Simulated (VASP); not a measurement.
Set up this calculation in VASP 6.6.1, as the native input.

```yaml
Task: relaxation of cell and atoms
Functional: PBEsol
Potentials_or_basis: VASP PAW PBE potentials, release 64 (Mo_sv, S)
Cutoff: 600 eV
k_mesh: 18 × 18 × 8
Occupations: gaussian, width 0.1 eV
Spin: no spin polarisation
Dipole_correction: no
Further_INCAR_settings: ALGO = Normal; EDIFF = 1e-07; IBRION = 2; EDIFFG = -0.005; NSW = 100; ISIF = 3
```

The structure of MoS2 lies in POSCAR:

```
MoS2
1.0
    3.1411847089      0.0000000000      0.0000000000
   -1.5705923545      2.7203457559      0.0000000000
    0.0000000000      0.0000000000      6.1247118881
Mo S
1 2
Direct
    0.0000000000      0.0000000000      0.5000000000
    0.3333333333      0.6666666667      0.2410625331
    0.6666666667      0.3333333333      0.7589374669
```

These files were run (other wordings do the same):

INCAR

```
  PREC = Accurate
  ENCUT = 600
  EDIFF = 1E-7
  ISMEAR = 0
  SIGMA = 0.1
  LREAL = False
  LASPH = True
  NELM = 60
  ALGO = Normal
  ISIF = 3
  LWAVE = False
  LCHARG = False
  GGA = PS
  IBRION = 2
  NSW = 100
  EDIFFG = -0.005
```

KPOINTS

```
Automatic mesh
0
Gamma
  18 18 8
```

Potentials or basis: VASP PAW PBE potentials, release 64 (Mo_sv, S).

Run with:

```sh
$ cat potpaw_PBE.64/Mo_sv/POTCAR potpaw_PBE.64/S/POTCAR > POTCAR
$ mpirun -np 1 vasp_std > vasp.out
```

Results of the run:

The pressure after relaxing is 0.0 GPa and the largest force after relaxing is 0.004 eV/Å. The band gap on the k mesh is zero (bands 13 and 14 overlap by 1.03 eV).

Caveat: the relaxation stopped at its first step, so nothing moved; the PAW data sets were made with another functional, which shifts forces and pressure a little; this functional lacks dispersion, which binds layers or chains, so the pressure and a relaxed spacing across them are unreliable.

Run time: 7.8 min on 1 thread of Intel Xeon 8259CL, with other jobs on the host, peak memory 0.41 GiB.
